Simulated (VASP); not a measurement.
# Hf12HC12 in VASP: single point with PBE

Aim: the single point of Hf12HC12 with PBE.

All numbers are computed with VASP 6.6.1; they aren't measurements. Logs are shortened: lines on timing, memory, paths and dates and some standing lists are left out, and cuts for length are marked.

## 1. The cell of the first run

The cell holds a slab with vacuum, 25 atoms: a = 6.578 Å, b = 6.578 Å, c = 20.084 Å, α = 90.00°, β = 90.00°, γ = 90.00°.

## 2. Single point, PBE

INCAR reads:

```
SYSTEM = Hf12HC12
ALGO     = Normal         ! electronic algorithm
DIPOL    = 0.5 0.5 0.319
EDIFF    = 1E-6           ! SCF threshold, eV
ENCUT    = 520            ! plane-wave cutoff, eV
GGA      = PE             ! functional
IDIPOL   = 3            
ISIF     = 2              ! what is computed and relaxed
ISMEAR   = 0              ! smearing method
LASPH    = .TRUE.         ! aspherical terms in the spheres
LCHARG   = .FALSE.        ! write CHGCAR
LDIPOL   = .TRUE.       
LREAL    = Auto         
LWAVE    = .FALSE.        ! write WAVECAR
NBANDS   = 102            ! bands
NELM     = 60             ! most SCF steps
PREC     = Accurate       ! precision mode
SIGMA    = 0.1            ! smearing width, eV
```

KPOINTS reads:

```
k-points
0
G
  4 4 1
  0 0 0
```

POSCAR reads:

```
Hf12HC12
1.0
    6.5782051141      0.0000000000      0.0000000000
    0.0000000000      6.5782051141      0.0000000000
    0.0000000000      0.0000000000     20.0841322453
Hf C H
12 12 1
Direct
    0.0000000000      0.0000000000      0.1991622018
    0.0000000000      0.5000000000      0.1991622018
    0.5000000000      0.0000000000      0.1991622018
    0.5000000000      0.5000000000      0.1991622018
    0.2500000000      0.2500000000      0.3119533864
    0.2500000000      0.7500000000      0.3119533864
    0.7500000000      0.2500000000      0.3119533864
    0.7500000000      0.7500000000      0.3119533864
    0.0000000000      0.0000000000      0.4231522706
    0.0000000000      0.5000000000      0.4231522706
    0.5000000000      0.0000000000      0.4231522706
    0.5000000000      0.5000000000      0.4231522706
    0.2500000000      0.2500000000      0.1991622018
    0.2500000000      0.7500000000      0.1991622018
    0.7500000000      0.2500000000      0.1991622018
    0.7500000000      0.7500000000      0.1991622018
    0.0000000000      0.0000000000      0.3115316063
    0.0000000000      0.5000000000      0.3115316063
    0.5000000000      0.0000000000      0.3115316063
    0.5000000000      0.5000000000      0.3115316063
    0.2500000000      0.2500000000      0.4274086697
    0.2500000000      0.7500000000      0.4274086697
    0.7500000000      0.2500000000      0.4274086697
    0.7500000000      0.7500000000      0.4274086697
    0.3125000000      0.3750000000      0.4732538663
```

Potentials or basis: VASP PAW PBE potentials, release 64 (Hf_pv, C, H).

Launch:

```console
> cat potpaw_PBE.64/Hf_pv/POTCAR potpaw_PBE.64/C/POTCAR potpaw_PBE.64/H/POTCAR > POTCAR
> mpirun -np 1 vasp_std > vasp.out
```

OUTCAR:

```text
SYSTEM = Hf12HC12
   EDIFF = 1E-6
   ENCUT = 520
   GGA = PE
   ISIF = 2
   ISMEAR = 0
   LASPH = .TRUE.
   LREAL = Auto
   NELM = 60
   PREC = Accurate

 ion  position               nearest neighbor table
   1  0.000  0.000  0.199-  17 2.26  14 2.33  15 2.33  16 2.33  13 2.33   6 3.25   7 3.25   8 3.25
                             5 3.25   3 3.29   2 3.29   2 3.29   3 3.29
   2  0.000  0.500  0.199-  18 2.26  14 2.33  15 2.33  16 2.33  13 2.33   6 3.25   7 3.25   8 3.25
                             5 3.25   4 3.29   1 3.29   1 3.29   4 3.29
   3  0.500  0.000  0.199-  19 2.26  14 2.33  15 2.33  16 2.33  13 2.33   6 3.25   7 3.25   8 3.25
                             5 3.25   4 3.29   1 3.29   4 3.29   1 3.29
   4  0.500  0.500  0.199-  20 2.26  14 2.33  15 2.33  16 2.33  13 2.33   6 3.25   7 3.25   8 3.25
                             5 3.25   3 3.29   2 3.29   3 3.29   2 3.29
   5  0.250  0.250  0.312-  13 2.27  21 2.32  18 2.33  19 2.33  20 2.33  17 2.33  11 3.22  12 3.22
                             9 3.22  10 3.22   3 3.25   4 3.25   1 3.25   2 3.25   6 3.29   7 3.29
   6  0.250  0.750  0.312-  14 2.27  22 2.32  18 2.33  19 2.33  20 2.33  17 2.33  11 3.22  12 3.22
                             9 3.22  10 3.22   3 3.25   4 3.25   1 3.25   2 3.25   5 3.29   8 3.29
   7  0.750  0.250  0.312-  15 2.27  23 2.32  18 2.33  19 2.33  20 2.33  17 2.33  11 3.22  12 3.22
                             9 3.22  10 3.22   3 3.25   4 3.25   1 3.25   2 3.25   5 3.29   8 3.29
   8  0.750  0.750  0.312-  16 2.27  24 2.32  18 2.33  19 2.33  20 2.33  17 2.33  11 3.22  12 3.22
                             9 3.22  10 3.22   3 3.25   4 3.25   1 3.25   2 3.25   6 3.29   7 3.29
   9  0.000  0.000  0.423-  17 2.24  21 2.33  22 2.33  23 2.33  24 2.33   6 3.22   7 3.22   8 3.22
                             5 3.22  11 3.29  10 3.29  10 3.29  11 3.29
  10  0.000  0.500  0.423-  18 2.24  21 2.33  22 2.33  23 2.33  24 2.33   6 3.22   7 3.22   8 3.22
                             5 3.22  12 3.29   9 3.29   9 3.29  12 3.29
  11  0.500  0.000  0.423-  19 2.24  21 2.33  22 2.33  23 2.33  24 2.33   6 3.22   7 3.22   8 3.22
                             5 3.22  12 3.29   9 3.29  12 3.29   9 3.29
  12  0.500  0.500  0.423-  25 1.79  20 2.24  22 2.33  23 2.33  24 2.33  21 2.33   7 3.22   8 3.22
                             5 3.22   6 3.22  10 3.29  11 3.29  11 3.29  10 3.29
  13  0.250  0.250  0.199-   5 2.27   2 2.33   3 2.33   4 2.33   1 2.33
  14  0.250  0.750  0.199-   6 2.27   2 2.33   3 2.33   4 2.33   1 2.33
  15  0.750  0.250  0.199-   7 2.27   2 2.33   3 2.33   4 2.33   1 2.33
  16  0.750  0.750  0.199-   8 2.27   2 2.33   3 2.33   4 2.33   1 2.33
  17  0.000  0.000  0.312-   9 2.24   1 2.26   6 2.33   7 2.33   8 2.33   5 2.33
  18  0.000  0.500  0.312-  10 2.24   2 2.26   6 2.33   7 2.33   8 2.33   5 2.33
  19  0.500  0.000  0.312-  11 2.24   3 2.26   6 2.33   7 2.33   8 2.33   5 2.33
  20  0.500  0.500  0.312-  12 2.24   4 2.26   6 2.33   7 2.33   8 2.33   5 2.33
  21  0.250  0.250  0.427-  25 1.30   5 2.32  10 2.33  11 2.33  12 2.33   9 2.33
  22  0.250  0.750  0.427-   6 2.32   9 2.33  10 2.33  11 2.33  12 2.33
  23  0.750  0.250  0.427-   7 2.32   9 2.33  10 2.33  11 2.33  12 2.33
  24  0.750  0.750  0.427-   8 2.32   9 2.33  10 2.33  11 2.33  12 2.33
  25  0.312  0.375  0.473-  21 1.30  12 1.79

  LATTYP: Found a simple tetragonal cell.
 ALAT       =     6.5782051141
 C/A-ratio  =     3.0531325638

  Lattice vectors:

 A1 = (   6.5782051141,   0.0000000000,   0.0000000000)
 A2 = (   0.0000000000,   6.5782051141,   0.0000000000)
 A3 = (   0.0000000000,   0.0000000000,  20.0841322453)

Analysis of symmetry for initial positions (statically):
=====================================================================
 Subroutine PRICEL returns:
 Original cell was already a primitive cell.

 Routine SETGRP: Setting up the symmetry group for a
 simple tetragonal supercell.

 Subroutine GETGRP returns: Found  1 space group operations
 (whereof  1 operations were pure point group operations)
 out of a pool of 16 trial point group operations.

The static configuration has the point symmetry C_1 .

Analysis of symmetry for dynamics (positions and initial velocities):
=====================================================================
 Subroutine PRICEL returns:
 Original cell was already a primitive cell.

 Routine SETGRP: Setting up the symmetry group for a
 simple tetragonal supercell.

 Subroutine GETGRP returns: Found  1 space group operations
 (whereof  1 operations were pure point group operations)
 out of a pool of 16 trial point group operations.

The dynamic configuration has the point symmetry C_1 .

 Subroutine INISYM returns: Found  1 space group operations
 (whereof  1 operations are pure point group operations),
 and found     1 'primitive' translations
[... 92 lines left out ...]
 ===========================================

 Found     10 irreducible k-points:

 Following reciprocal coordinates:
            Coordinates               Weight
  0.000000  0.000000  0.000000      1.000000
  0.250000  0.000000  0.000000      2.000000
  0.000000  0.250000  0.000000      2.000000
  0.500000  0.000000  0.000000      1.000000
  0.000000  0.500000  0.000000      1.000000
  0.250000  0.250000  0.000000      2.000000
 -0.250000  0.250000  0.000000      2.000000
  0.500000  0.250000  0.000000      2.000000
 -0.250000  0.500000  0.000000      2.000000
  0.500000  0.500000  0.000000      1.000000
   k-points           NKPTS =     10   k-points in BZ     NKDIM =     10   number of bands    NBANDS=    102
   number of dos      NEDOS =    301   number of ions     NIONS =     25
   total plane-waves  NPLWV = 375000
   dimension x,y,z NGX =    50 NGY =   50 NGZ =  150
   dimension x,y,z NGXF=   100 NGYF=  100 NGZF=  300
   ions per type =              12  12   1
   NGX,Y,Z   is equivalent  to a cutoff of  12.64, 12.64, 12.42 a.u.
   NGXF,Y,Z  is equivalent  to a cutoff of  25.27, 25.27, 24.83 a.u.
 SYSTEM =  Hf12HC12
   PREC   = accura    normal or accurate (medium, high low for compatibility)
   ISTART =      0    job   : 0-new  1-cont  2-samecut
   ICHARG =      2    charge: 1-file 2-atom 10-const
   ISPIN  =      1    spin polarized calculation?
   LNONCOLLINEAR =      F non collinear calculations
   LSORBIT =      F    spin-orbit coupling
   LASPH  =      T    aspherical Exc in radial PAW
   ENCUT  =  520.0 eV  38.22 Ry    6.18 a.u.  12.23 12.23 37.34*2*pi/ulx,y,z
   NELM   =     60;   NELMIN=  2; NELMDL= -5     # of ELM steps
   EDIFF  = 0.1E-05   stopping-criterion for ELM
   LREAL  =      T    real-space projection
   EDIFFG = 0.1E-04   stopping-criterion for IOM
   NSW    =      0    number of steps for IOM
   IBRION =     -1    ionic relax: 0-MD 1-quasi-New 2-CG
   NFREE  =      0    steps in history (QN), initial steepest desc. (CG)
   ISIF   =      2    stress and relaxation
   ISYM   =      2    0-nonsym 1-usesym 2-fastsym
   POTIM  = 0.5000    time-step for ionic-motion
   TEBEG  =    0.0;   TEEND  =   0.0 temperature during run
   PSTRESS=    0.0 pullay stress
   NELECT =     169.0000    total number of electrons
   NUPDOWN=      -1.0000    fix difference up-down
   EMIN   =  10.00;   EMAX   =-10.00  energy-range for DOS
   EFERMI =   0.00;   METHOD = LEGACY
   ISMEAR =     0;   SIGMA  =   0.10  broadening in eV -4-tet -1-fermi 0-gaus
   EFERMI_NEDOS =   21; number of points for ismear=-14 and -15
   IALGO  =     38    algorithm
   IMIX   =      4    mixing-type and parameters
     AMIX     =   0.40;   BMIX     =  1.00
     AMIX_MAG =   1.60;   BMIX_MAG =  1.00
  volume/ion in A,a.u.               =      34.76       234.60
  Fermi-wavevector in a.u.,A,eV,Ry     =   0.948450  1.792311 12.239221  0.899557
  Thomas-Fermi vector in A             =   2.076640
   LORBIT       =      0    0 simple, 1 ext, 2 COOP (PROOUT), +10 PAW based schemes
   GGA     = PE    functional components
   LHFCALC =     F    Hartree Fock is set to
   AEXX    =    0.0000 exact exchange contribution
   IVDW    =     0    specifies the selected vdW correction
   LEPSILON=     F    determine dielectric tensor
   LRPA    =     F    only Hartree local field effects (RPA)
 non-spin polarized calculation
 Gauss-broadening in eV      SIGMA  =   0.10
  energy-cutoff  :      520.00
  volume of cell :      869.10
 maximum number of plane-waves:     23491
 NGX is ok and might be reduce to    50
   NGX = 25   NGY = 25   NGZ = 75

 dipolmoment           0.000000      0.000000      0.036190 electrons x Angstroem

 number of electron     168.9999970 magnetization

 dipolmoment           0.000000      0.000000     -0.023436 electrons x Angstroem

 Free energy of the ion-electron system (eV)
  ---------------------------------------------------
  ext. energy  EPLUGINS =         0.00000000
  ---------------------------------------------------
  free energy    TOTEN  =      -245.88501806 eV

  energy without entropy =     -245.86824409  energy(sigma->0) =     -245.87663107

 E-fermi :  -0.1190     XC(G=0):  -5.1649

 val. band max:       -0.1658098821   @ k =   0.2500   0.2500   0.0000
 cond. band min:       0.0138117102   @ k =   0.5000   0.2500   0.0000
 fundamental gap:      0.1796215923
 Fermi energy:        -0.1190244191

 k-point     1 :       0.0000    0.0000    0.0000
  band No.  band energies     occupation
      1     -30.7073      2.00000
      2     -30.6711      2.00000
      3     -30.6638      2.00000
      4     -30.6113      2.00000
      5     -30.5567      2.00000
      6     -30.5324      2.00000
[... 979 lines left out ...]
     95       2.9015      0.00000
     96       2.9540      0.00000
 [bands above 96 left out]

------------------------ aborting loop because EDIFF is reached ----------------------------------------

 vacuum level on the upper side and lower side of the slab       (xc-potential included)        -0.158        -0.064

  FORCE on cell =-STRESS in cart. coord.  units (eV):
  Direction    XX          YY          ZZ          XY          YZ          ZX
  --------------------------------------------------------------------------------------
  -------------------------------------------------------------------------------------
  Total      -12.9146541    -15.1325834     -2.4572829      0.2745425     -2.8412890     -2.7203409
  in kB      -23.8081399    -27.8968883     -4.5299963      0.5061185     -5.2379108     -5.0149432
  external PRESSURE =     -18.7450082 kB  Pullay stress =       0.0000000 kB

 VOLUME and BASIS-vectors are now :
 -----------------------------------------------------------------------------
  energy-cutoff  :      520.00
  volume of cell :      869.10
      direct lattice vectors                 reciprocal lattice vectors
     6.578205114  0.000000000  0.000000000     0.152017151  0.000000000  0.000000000
     0.000000000  6.578205114  0.000000000     0.000000000  0.152017151  0.000000000
     0.000000000  0.000000000 20.084132245     0.000000000  0.000000000  0.049790550

 POSITION                                       TOTAL-FORCE (eV/Angst)
 -----------------------------------------------------------------------------------
      0.00000      0.00000      4.00000         0.005883      0.001632      0.837689
      0.00000      3.28910      4.00000         0.016974     -0.040529      0.897831
      3.28910      0.00000      4.00000        -0.036998     -0.001533      0.862681
      3.28910      3.28910      4.00000        -0.027163     -0.024777      0.956536
      1.64455      1.64455      6.26531         0.122188      0.202975     -0.679645
      1.64455      4.93365      6.26531        -0.009975     -0.039979     -0.107522
[... 17 lines left out ...]
      4.93365      4.93365      8.58413         0.066599      0.003697      0.047593
      2.05569      2.46683      9.50489        -2.459480     -2.278948     -0.000056
 -----------------------------------------------------------------------------------
    total drift:                               -0.000044     -0.000322     -0.021495

  FREE ENERGIE OF THE ION-ELECTRON SYSTEM (eV)
  ---------------------------------------------------
  free  energy   TOTEN  =      -245.8850180624 eV

  energy  without entropy=     -245.8682440867  energy(sigma->0) =     -245.87663107

 vacuum level on the upper side and lower side of the slab         3.263         3.354
```

Wall time 22 min (1 thread of AMD EPYC 9R45 (Zen 5), shared host); peak memory 1.1 GiB.

Results:

```yaml
Free_energy: -245.8850 eV
Largest_force: 3.353 eV/Å
Band_gap_on_the_k_mesh: zero (an odd number of electrons rules out a gap without spin polarisation)
```

Forces on the atoms (eV/Å):
```
Hf   0.006  0.002  0.838
Hf   0.017 -0.041  0.898
Hf  -0.037 -0.002  0.863
Hf  -0.027 -0.025  0.957
Hf   0.122  0.203 -0.680
Hf  -0.010 -0.040 -0.108
Hf  -0.013 -0.037 -0.099
Hf  -0.010  0.003 -0.021
Hf  -0.600 -0.505 -0.201
Hf  -0.649  0.664 -0.328
Hf   0.685 -0.610 -0.338
Hf   2.265  1.635 -1.780
C    0.018  0.020 -0.724
C    0.025  0.045 -0.790
C    0.026  0.032 -0.789
C    0.027  0.045 -0.717
C    0.082  0.090  0.290
C    0.024 -0.053  0.253
C   -0.061  0.056  0.263
C   -0.110 -0.096  0.133
C    0.600  0.757  1.790
C    0.004  0.130  0.127
C    0.009  0.001  0.117
C    0.067  0.004  0.048
H   -2.459 -2.279  0.000
```

Caveat: spin-orbit coupling is left out, which moves the levels of the heavy elements.
